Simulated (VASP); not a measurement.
# PbF2 (Fm-3m) in VASP: settings compared

Aim: see how the results for PbF2 move with the level of theory and the settings. Levels: HF, HSE06. Tasks: single point.

All numbers are computed with VASP 6.6.1; they aren't measurements. Logs are shortened: lines on timing, memory, paths and dates and some standing lists are left out, and cuts for length are marked.

**1. The cell of the first run**

The structure is cubic, space group Fm-3m (No. 225). Conventional cell: a = 5.892 Å, b = 5.892 Å, c = 5.892 Å, α = 90.00°, β = 90.00°, γ = 90.00°. Within 3.4 Å of Pb (site symmetry m-3m) lie 8 F at 2.55 Å. Within 3.4 Å of F (site symmetry -43m) lie 4 Pb at 2.55 Å and 6 F at 2.95 Å.

**2. Single point, HF**

File POSCAR:

```
PbF2
1.0
    0.0000000000      2.9458082836      2.9458082836
    2.9458082836      0.0000000000      2.9458082836
    2.9458082836      2.9458082836      0.0000000000
Pb F
1 2
Direct
    0.0000000000      0.0000000000      0.0000000000
    0.2500000000      0.2500000000      0.2500000000
    0.7500000000      0.7500000000      0.7500000000
```

File INCAR.step1:

```
  PREC = Accurate
  ENCUT = 520
  EDIFF = 1E-5
  ISMEAR = 0
  SIGMA = 0.01
  LREAL = F
  LASPH = T
  NELM = 80
  ALGO = Normal
  ISIF = 2
  LWAVE = T
  LCHARG = F
  GGA = PE
  NBANDS = 21
```

File INCAR.step2:

```
  PREC = Accurate
  ENCUT = 520
  EDIFF = 1E-6
  ISMEAR = 0
  SIGMA = 0.01
  LREAL = F
  LASPH = T
  NELM = 80
  ALGO = Normal
  ISIF = 2
  LWAVE = F
  LCHARG = F
  GGA = PE
  LHFCALC = T
  AEXX = 1.0
  ALDAC = 0.0
  AGGAC = 0.0
  PRECFOCK = Normal
  ISTART = 1
  NBANDS = 21
```

File KPOINTS:

```
regular mesh
0
Gamma
  4 4 4
```

Potentials or basis: VASP PAW PBE potentials, release 64 (Pb_d, F).

Started as:

```
cat potpaw_PBE.64/Pb_d/POTCAR potpaw_PBE.64/F/POTCAR > POTCAR
cp INCAR.step1 INCAR
mpirun -np 1 vasp_std > vasp.out
cp INCAR.step2 INCAR
mpirun -np 1 vasp_std > vasp.out
```

OUTCAR:

```text
PREC = Accurate
   ENCUT = 520
   EDIFF = 1E-6
   ISMEAR = 0
   LREAL = F
   LASPH = T
   NELM = 80
   ISIF = 2
   GGA = PE
   LHFCALC = T
   AEXX = 1.0
   PRECFOCK = Normal
   ISTART = 1

 ion  position               nearest neighbor table
   1  0.000  0.000  0.000-   3 2.55   3 2.55   3 2.55   2 2.55   3 2.55   2 2.55   2 2.55   2 2.55

   2  0.250  0.250  0.250-   1 2.55   1 2.55   1 2.55   1 2.55
   3  0.750  0.750  0.750-   1 2.55   1 2.55   1 2.55   1 2.55

  LATTYP: Found a face centered cubic cell.
 ALAT       =     5.8916165672

  Lattice vectors:

 A1 = (   0.0000000000,   2.9458082836,   2.9458082836)
 A2 = (   2.9458082836,   0.0000000000,   2.9458082836)
 A3 = (   2.9458082836,   2.9458082836,   0.0000000000)

Analysis of symmetry for initial positions (statically):
=====================================================================
 Subroutine PRICEL returns:
 Original cell was already a primitive cell.

 Routine SETGRP: Setting up the symmetry group for a
 face centered cubic supercell.

 Subroutine GETGRP returns: Found 48 space group operations
 (whereof 48 operations were pure point group operations)
 out of a pool of 48 trial point group operations.

The static configuration has the point symmetry O_h .

Analysis of symmetry for dynamics (positions and initial velocities):
=====================================================================
 Subroutine PRICEL returns:
 Original cell was already a primitive cell.

 Routine SETGRP: Setting up the symmetry group for a
 face centered cubic supercell.

 Subroutine GETGRP returns: Found 48 space group operations
 (whereof 48 operations were pure point group operations)
 out of a pool of 48 trial point group operations.

The dynamic configuration has the point symmetry O_h .

 Subroutine INISYM returns: Found 48 space group operations
 (whereof 48 operations are pure point group operations),
 and found     1 'primitive' translations

----------------------------------------------------------------------------------------

                                     Primitive cell

  volume of cell :      51.1262

  direct lattice vectors                    reciprocal lattice vectors
     0.000000000  2.945808284  2.945808284    -0.169732702  0.169732702  0.169732702
     2.945808284  0.000000000  2.945808284     0.169732702 -0.169732702  0.169732702
     2.945808284  2.945808284  0.000000000     0.169732702  0.169732702 -0.169732702

  length of vectors
     4.166002027  4.166002027  4.166002027     0.293985664  0.293985664  0.293985664

  position of ions in fractional coordinates (direct lattice)
     0.000000000  0.000000000  0.000000000
     0.250000000  0.250000000  0.250000000
     0.750000000  0.750000000  0.750000000

  ion indices of the primitive-cell ions
   primitive index   ion index
                 1           1
                 2           2
                 3           3

----------------------------------------------------------------------------------------

 KPOINTS: regular mesh

Automatic generation of k-mesh.
 Grid dimensions read from file:
 generate k-points for:    4    4    4

 Generating k-lattice:

  Cartesian coordinates                     Fractional coordinates (reciprocal lattice)
    -0.042433176  0.042433176  0.042433176     0.250000000  0.000000000  0.000000000
     0.042433176 -0.042433176  0.042433176     0.000000000  0.250000000  0.000000000
     0.042433176  0.042433176 -0.042433176     0.000000000  0.000000000  0.250000000

  Length of vectors
     0.073496416  0.073496416  0.073496416

  Shift w.r.t. Gamma in fractional coordinates (k-lattice)
     0.000000000  0.000000000  0.000000000

 Subroutine IBZKPT returns following result:
 ===========================================

 Found      8 irreducible k-points:

 Following reciprocal coordinates:
            Coordinates               Weight
  0.000000  0.000000  0.000000      1.000000
  0.250000  0.000000  0.000000      8.000000
  0.500000  0.000000  0.000000      4.000000
  0.250000  0.250000  0.000000      6.000000
  0.500000  0.250000  0.000000     24.000000
 -0.250000  0.250000  0.000000     12.000000
  0.500000  0.500000  0.000000      3.000000
 -0.250000  0.500000  0.250000      6.000000
   k-points           NKPTS =      8   k-points in BZ     NKDIM =     64   number of bands    NBANDS=     21
   number of dos      NEDOS =    301   number of ions     NIONS =      3
   total plane-waves  NPLWV =  32768
   dimension x,y,z NGX =    32 NGY =   32 NGZ =   32
   dimension x,y,z NGXF=    64 NGYF=   64 NGZF=   64
   ions per type =               1   2
   NGX,Y,Z   is equivalent  to a cutoff of  12.77, 12.77, 12.77 a.u.
   NGXF,Y,Z  is equivalent  to a cutoff of  25.54, 25.54, 25.54 a.u.
 SYSTEM =  unknown system
   PREC   = accura    normal or accurate (medium, high low for compatibility)
   ISTART =      1    job   : 0-new  1-cont  2-samecut
   ICHARG =      0    charge: 1-file 2-atom 10-const
   ISPIN  =      1    spin polarized calculation?
   LNONCOLLINEAR =      F non collinear calculations
   LSORBIT =      F    spin-orbit coupling
   LASPH  =      T    aspherical Exc in radial PAW
   ENCUT  =  520.0 eV  38.22 Ry    6.18 a.u.   7.75  7.75  7.75*2*pi/ulx,y,z
   NELM   =     80;   NELMIN=  2; NELMDL=  0     # of ELM steps
   EDIFF  = 0.1E-05   stopping-criterion for ELM
   LREAL  =      F    real-space projection
   EDIFFG = 0.1E-04   stopping-criterion for IOM
   NSW    =      0    number of steps for IOM
   IBRION =     -1    ionic relax: 0-MD 1-quasi-New 2-CG
   NFREE  =      0    steps in history (QN), initial steepest desc. (CG)
   ISIF   =      2    stress and relaxation
   ISYM   =      3    0-nonsym 1-usesym 2-fastsym
   POTIM  = 0.5000    time-step for ionic-motion
   TEBEG  =    0.0;   TEEND  =   0.0 temperature during run
   PSTRESS=    0.0 pullay stress
   NELECT =      28.0000    total number of electrons
   NUPDOWN=      -1.0000    fix difference up-down
   EMIN   =  10.00;   EMAX   =-10.00  energy-range for DOS
   EFERMI =   0.00;   METHOD = LEGACY
   ISMEAR =     0;   SIGMA  =   0.01  broadening in eV -4-tet -1-fermi 0-gaus
   EFERMI_NEDOS =   21; number of points for ismear=-14 and -15
   IALGO  =     38    algorithm
   IMIX   =      1    mixing-type and parameters
     AMIX     =   0.40;   BMIX     =  1.00
     AMIX_MAG =   1.60;   BMIX_MAG =  1.00
  volume/ion in A,a.u.               =      17.04       115.01
  Fermi-wavevector in a.u.,A,eV,Ry     =   1.339408  2.531115 24.409055  1.794015
  Thomas-Fermi vector in A             =   2.467803
   LORBIT       =      0    0 simple, 1 ext, 2 COOP (PROOUT), +10 PAW based schemes
   GGA     = PE    functional components
   LHFCALC =     T    Hartree Fock is set to
   PRECFOCK=normal    Normal, Fast or Accurate (Low or Medium for compatibility)
   ENCUT4O =  -1.0   cutoff for four orbital integrals eV
   NKREDX  =     1    reduce k-point grid by
   NKREDY  =     1    reduce k-point grid by
   NKREDZ  =     1    reduce k-point grid by
   AEXX    =    1.0000 exact exchange contribution
   HFSCREEN=    0.0000 screening length (either q_TF or 0.3 A-1)
   HFSCREENC=   0.0000 screening length for correlation (either q_TF or 0.3 A-1)
   ENCUTFOCK=  -1.0 apply spherical cutoff to Coloumb kernel
   IVDW    =     0    specifies the selected vdW correction
   LEPSILON=     F    determine dielectric tensor
   LRPA    =     F    only Hartree local field effects (RPA)
 non-spin polarized calculation
 Gauss-broadening in eV      SIGMA  =   0.01
  energy-cutoff  :      520.00
  volume of cell :       51.13
 maximum number of plane-waves:      1411
 NGX is ok and might be reduce to    32
  NGX = 24; NGY = 24; NGZ = 24

 number of electron      27.9999995 magnetization

 Free energy of the ion-electron system (eV)
  ---------------------------------------------------
  ext. energy  EPLUGINS =         0.00000000
  ---------------------------------------------------
  free energy    TOTEN  =       -32.18615012 eV

  energy without entropy =      -32.18615012  energy(sigma->0) =      -32.18615012

 E-fermi :  -1.6095     XC(G=0):   0.0000

 val. band max:       -1.6554295395   @ k =  -0.2500   0.5000   0.2500
 cond. band min:      11.0042716701   @ k =   0.5000   0.5000   0.0000
 fundamental gap:     12.6597012096
 Fermi energy:        -1.6095180935

 k-point     1 :       0.0000    0.0000    0.0000
  band No.  band energies     occupation
      1     -32.2895      2.00000
      2     -31.5942      2.00000
      3     -20.7839      2.00000
      4     -20.7839      2.00000
      5     -20.7839      2.00000
      6     -20.6101      2.00000
[... 13 lines left out ...]
     20      22.6302      0.00000
     21      25.4330      0.00000

 k-point     2 :       0.2500    0.0000    0.0000
  band No.  band energies     occupation
      1     -32.1705      2.00000
      2     -31.6987      2.00000
      3     -20.7549      2.00000
      4     -20.7549      2.00000
      5     -20.6515      2.00000
      6     -20.6101      2.00000
[... 13 lines left out ...]
     20      21.4718      0.00000
     21      23.2388      0.00000

 k-point     3 :       0.5000    0.0000    0.0000
  band No.  band energies     occupation
      1     -31.9544      2.00000
      2     -31.8974      2.00000
      3     -20.7360      2.00000
      4     -20.7360      2.00000
      5     -20.5997      2.00000
      6     -20.5997      2.00000
[... 13 lines left out ...]
     20      20.9044      0.00000
     21      21.8905      0.00000

 k-point     4 :       0.2500    0.2500    0.0000
  band No.  band energies     occupation
      1     -32.1433      2.00000
      2     -31.7182      2.00000
      3     -20.7238      2.00000
      4     -20.7238      2.00000
      5     -20.6392      2.00000
      6     -20.6326      2.00000
[... 13 lines left out ...]
     20      23.3310      0.00000
     21      23.9304      0.00000

 k-point     5 :       0.5000    0.2500    0.0000
  band No.  band energies     occupation
      1     -31.9860      2.00000
      2     -31.8547      2.00000
      3     -20.6958      2.00000
      4     -20.6708      2.00000
      5     -20.6230      2.00000
      6     -20.5973      2.00000
[... 13 lines left out ...]
     20      23.6816      0.00000
     21      24.2637      0.00000

 k-point     6 :      -0.2500    0.2500    0.0000
  band No.  band energies     occupation
      1     -32.0310      2.00000
      2     -31.8182      2.00000
      3     -20.7177      2.00000
      4     -20.6821      2.00000
      5     -20.6180      2.00000
      6     -20.5942      2.00000
[... 13 lines left out ...]
     20      23.1466      0.00000
     21      25.4701      0.00000

 k-point     7 :       0.5000    0.5000    0.0000
  band No.  band energies     occupation
      1     -31.9920      2.00000
      2     -31.8380      2.00000
      3     -20.6612      2.00000
      4     -20.6612      2.00000
      5     -20.6582      2.00000
      6     -20.5882      2.00000
[... 13 lines left out ...]
     20      24.6343      0.00000
     21      24.9188      0.00000

 k-point     8 :      -0.2500    0.5000    0.2500
  band No.  band energies     occupation
      1     -31.9157      2.00000
      2     -31.9157      2.00000
      3     -20.6612      2.00000
      4     -20.6399      2.00000
      5     -20.6050      2.00000
      6     -20.5856      2.00000
[... 13 lines left out ...]
     20      24.2840      0.00000
     21      24.2840      0.00000

------------------------ aborting loop because EDIFF is reached ----------------------------------------

  FORCE on cell =-STRESS in cart. coord.  units (eV):
  Direction    XX          YY          ZZ          XY          YZ          ZX
  --------------------------------------------------------------------------------------
  -------------------------------------------------------------------------------------
  Total        1.9473126      1.9473126      1.9473126      0.0000000      0.0000000     -0.0000000
  in kB       61.0243011     61.0243011     61.0243011      0.0000000      0.0000000     -0.0000000
  external PRESSURE =      61.0243011 kB  Pullay stress =       0.0000000 kB

 VOLUME and BASIS-vectors are now :
 -----------------------------------------------------------------------------
  energy-cutoff  :      520.00
  volume of cell :       51.13
      direct lattice vectors                 reciprocal lattice vectors
     0.000000000  2.945808284  2.945808284    -0.169732702  0.169732702  0.169732702
     2.945808284  0.000000000  2.945808284     0.169732702 -0.169732702  0.169732702
     2.945808284  2.945808284  0.000000000     0.169732702  0.169732702 -0.169732702

 POSITION                                       TOTAL-FORCE (eV/Angst)
 -----------------------------------------------------------------------------------
      0.00000      0.00000      0.00000         0.000000     -0.000000     -0.000000
      1.47290      1.47290      1.47290         0.000000      0.000000      0.000000
      4.41871      4.41871      4.41871        -0.000000     -0.000000     -0.000000
 -----------------------------------------------------------------------------------
    total drift:                               -0.000001      0.000004      0.000002

  FREE ENERGIE OF THE ION-ELECTRON SYSTEM (eV)
  ---------------------------------------------------
  free  energy   TOTEN  =       -32.1861501226 eV

  energy  without entropy=      -32.1861501226  energy(sigma->0) =      -32.18615012
```

It took 15 min on 1 thread of Intel Xeon Platinum 8259CL at 2.50GHz (Skylake/Cascade Lake), shared host; peak memory 0.19 GiB.

What came out:

* Free energy: -32.1862 eV
* Pressure: 6.1 GPa
* Band gap on the k mesh: 12.66 eV (least direct gap 12.76 eV)

Caveat: the k points lie up to 0.46 Å⁻¹ apart; the PAW data sets were made with another functional, which shifts forces and pressure a little; spin-orbit coupling is left out, which moves the levels of the heavy elements. A k mesh can miss the band edges.

**3. Single point, HSE06**

POSCAR is that of step 2.

File INCAR.step1:

```
SYSTEM = PbF2
PREC     = Accurate       ! precision mode
ENCUT    = 520            ! plane-wave cutoff, eV
EDIFF    = 1E-5           ! SCF threshold, eV
ISMEAR   = -1             ! smearing method
SIGMA    = 0.2            ! smearing width, eV
LREAL    = .False.        ! projectors in reciprocal space
LASPH    = .True.         ! aspherical terms in the spheres
NELM     = 80             ! most SCF steps
ALGO     = Normal         ! electronic algorithm
ISIF     = 2              ! what is computed and relaxed
LWAVE    = .True.         ! write WAVECAR
LCHARG   = .False.        ! write CHGCAR
NBANDS   = 21             ! bands
GGA      = PE             ! functional
```

File INCAR.step2:

```
SYSTEM = PbF2
PREC     = Accurate       ! precision mode
ENCUT    = 520            ! plane-wave cutoff, eV
EDIFF    = 1E-7           ! SCF threshold, eV
ISMEAR   = -1             ! smearing method
SIGMA    = 0.2            ! smearing width, eV
LREAL    = .False.        ! projectors in reciprocal space
LASPH    = .True.         ! aspherical terms in the spheres
NELM     = 80             ! most SCF steps
ALGO     = Normal         ! electronic algorithm
ISIF     = 2              ! what is computed and relaxed
LWAVE    = .False.        ! write WAVECAR
LCHARG   = .False.        ! write CHGCAR
GGA      = PE             ! functional
LHFCALC  = .True.         ! exact exchange
HFSCREEN = 0.2079         ! screening, 1/A
PRECFOCK = Normal       
NBANDS   = 21             ! bands
ISTART   = 1
```

File KPOINTS:

```
regular mesh
0
Gamma
  4 4 4
  0 0 0
```

Potentials or basis: VASP PAW PBE potentials, release 64 (Pb_d, F).

Started as:

```
cat potpaw_PBE.64/Pb_d/POTCAR potpaw_PBE.64/F/POTCAR > POTCAR
cp INCAR.step1 INCAR
mpirun -np 1 vasp_std > vasp.out
cp INCAR.step2 INCAR
mpirun -np 1 vasp_std > vasp.out
```

It took 12 min on 1 thread of Intel Xeon Platinum 8259CL at 2.50GHz (Skylake/Cascade Lake), shared host; peak memory 0.29 GiB.

Results (log left out):

- Free energy: -17.8230 eV
- Pressure: 2.3 GPa
- Band gap on the k mesh: 5.71 eV (least direct gap 5.84 eV)

Levels at points of the mesh, in eV from the valence-band top:
| k point | band 12 | band 13 | band 14 | band 15 | band 16 | band 17 |
| --- | --- | --- | --- | --- | --- | --- |
| (0.00, 0.00, 0.00) | -2.75 | -2.75 | -2.75 | 8.20 | 8.20 | 8.20 |
| (0.50, 0.00, 0.00) | -2.93 | -2.93 | -0.14 | 6.25 | 9.20 | 9.20 |
| (0.50, 0.50, 0.00) | -2.29 | -2.29 | -0.14 | 5.71 | 9.46 | 9.46 |

Caveat: the k points lie up to 0.46 Å⁻¹ apart; the PAW data sets were made with another functional, which shifts forces and pressure a little; spin-orbit coupling is left out, which moves the levels of the heavy elements. A k mesh can miss the band edges.
